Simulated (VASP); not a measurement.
Input of a VASP 6.6.1 run:

INCAR

```
SYSTEM = Ir
ALGO = Normal
EDIFF = 1E-6
ENCUT = 520
GGA = PS
ISIF = 2
ISMEAR = -1
LASPH = .True.
LCHARG = .False.
LREAL = .False.
LWAVE = .False.
NBANDS = 10
NELM = 80
PREC = Accurate
SIGMA = 0.08
```

The input KPOINTS:

```
k-points
0
Gamma
  19 19 19
  0 0 0
```

POSCAR

```
Ir
1.0
    0.0000000000      1.9156721455      1.9156721455
    1.9156721455      0.0000000000      1.9156721455
    1.9156721455      1.9156721455      0.0000000000
Ir
1
Direct
    0.0000000000      0.0000000000      0.0000000000
```

Potentials or basis: VASP PAW PBE potentials, release 64 (Ir).

Launch:

```console
$ cat potpaw_PBE.64/Ir/POTCAR > POTCAR
$ mpirun -np 1 vasp_std > vasp.out
```

Problem. Predict the pressure.

Solution. 1.0 GPa.

Problem. Estimate the band gap on the k mesh.

Solution. Zero (an odd number of electrons rules out a gap without spin polarisation).

Caveat: the PAW data sets were made with another functional, which shifts forces and pressure a little; spin-orbit coupling is left out, which moves the levels of the heavy elements.
